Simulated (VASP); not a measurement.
Input of a VASP 6.6.1 run:

Contents of INCAR:

```
SYSTEM = LiSi2C3
PREC = Accurate ; ENCUT = 520
EDIFF = 1E-6 ; ISMEAR = 0
SIGMA = 0.1 ; LREAL = .FALSE.
LASPH = .TRUE. ; NELM = 100
ALGO = Normal ; ISIF = 2
LWAVE = .FALSE. ; LCHARG = .FALSE.
GGA = PE ; NBANDS = 20
```

File KPOINTS:

```
Automatic mesh
0
G
  6 6 2
  0 0 0
```

Contents of POSCAR:

```
LiSi2C3
1.0
    3.1378657000      0.0000000000      0.0000000000
   -1.5689328500      2.7174714100      0.0000000000
    0.0000000000      0.0000000000      7.6920265800
Li Si C
1 2 3
Direct
    0.0000000000      0.0000000000      0.0000000000
    0.6666666700      0.3333333300      0.6382100400
    0.3333333300      0.6666666700      0.3617899600
    0.3333333300      0.6666666700      0.7764200700
    0.6666666700      0.3333333300      0.2235799300
    0.0000000000      0.0000000000      0.5000000000
```

Potentials or basis: VASP PAW PBE potentials, release 64 (Li_sv, Si, C).

The run is started by

```console
$ cat potpaw_PBE.64/Li_sv/POTCAR potpaw_PBE.64/Si/POTCAR potpaw_PBE.64/C/POTCAR > POTCAR
$ mpirun -np 1 vasp_std > vasp.out
```

(1) What does it give for the largest force?

Answers

(1) 4.028 eV/Å.

Caveat: the k points lie up to 0.41 Å⁻¹ apart; forces of over 1 eV/Å act on the atoms, so gaps and moduli don't describe the material at rest.
